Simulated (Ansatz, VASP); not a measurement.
**Au in VASP and in Ansatz**

File INCAR:

```
SYSTEM = Au
PREC     = Accurate       ! precision mode
ENCUT    = 520            ! plane-wave cutoff, eV
EDIFF    = 1E-7           ! SCF threshold, eV
ISMEAR   = 0              ! smearing method
SIGMA    = 0.15           ! smearing width, eV
LREAL    = .False.        ! projectors in reciprocal space
LASPH    = .True.         ! aspherical terms in the spheres
NELM     = 100            ! most SCF steps
ALGO     = Normal         ! electronic algorithm
ISIF     = 2              ! what is computed and relaxed
LWAVE    = .False.        ! write WAVECAR
LCHARG   = .False.        ! write CHGCAR
GGA      = PE             ! functional
NBANDS   = 18             ! bands
```

File KPOINTS:

```
regular mesh
0
Gamma
  12 12 8
  0 0 0
```

Contents of POSCAR:

```
Au
1.0
    2.9169619270      0.0000000000      0.0000000000
   -1.4584809635      2.5261631306      0.0000000000
    0.0000000000      0.0000000000      4.8900308735
Au
2
Direct
    0.3402619192      0.6685118644      0.7708263008
    0.6597380808      0.3314881356      0.2291736992
```

Input for Ansatz:

```yaml
crystal:
  lattice:
    - [2.916961927, 0.0, 0.0]
    - [-1.4584809635, 2.5261631306, 0.0]
    - [0.0, 0.0, 4.8900308735]
  atoms:
    - { symbol: Au, position: [0.3402619192, 0.6685118644, 0.7708263008] }
    - { symbol: Au, position: [0.6597380808, 0.3314881356, 0.2291736992] }
basis:
  ecutwfc: 420
kpoints:
  mp_grid: { grid: [12, 12, 8] }
hamiltonian:
  xc: pbe
scf:
  occupations: { method: gaussian, width: 0.15 }
output:
  forces: true
  stress: true
  eigenvalues: true
```

Change from the starting cell: all atoms moved at random, sigma 0.1 Å a component.

Alike in both runs: task single point; functional PBE; k mesh 12 × 12 × 8; occupations gaussian, width 0.15 eV; no spin polarisation.

|  | VASP | Ansatz |
| --- | --- | --- |
| version | VASP 6.6.1 | Ansatz 0.2.0 |
| potentials or method | VASP PAW PBE potentials, release 64 (Au), cutoff 520 eV | scalar-relativistic, plane waves, PAW |
| valence electrons in the cell | 22 | 38 |

Ansatz gave:

| Property | Result |
| --- | --- |
| gap on the k mesh at the Fermi level (eV) | none |
| pressure (GPa) | 3.4 |
| traceless stress, the component that is largest in VASP (GPa) | 0.75 |
| rms of the force components (eV/Å) | 0.800 |

Question: What did VASP give for the same quantities?

Answer: gap on the k mesh at the Fermi level (eV): none; pressure (GPa): 3.2; traceless stress, the component that is largest in VASP (GPa): 0.72; rms of the force components (eV/Å): 0.794.

Atom by atom the forces differ by 0.006 eV/Å (rms over components). A gap of «none» marks a metal or a gap that the smearing closes. With one functional, cell and mesh, what is left measures potentials, basis and numerics. VASP's potentials hold 22 valence electrons a cell and Ansatz's 38, so a difference there can come from the potentials and not from the codes.

Neither program's run includes spin-orbit coupling.
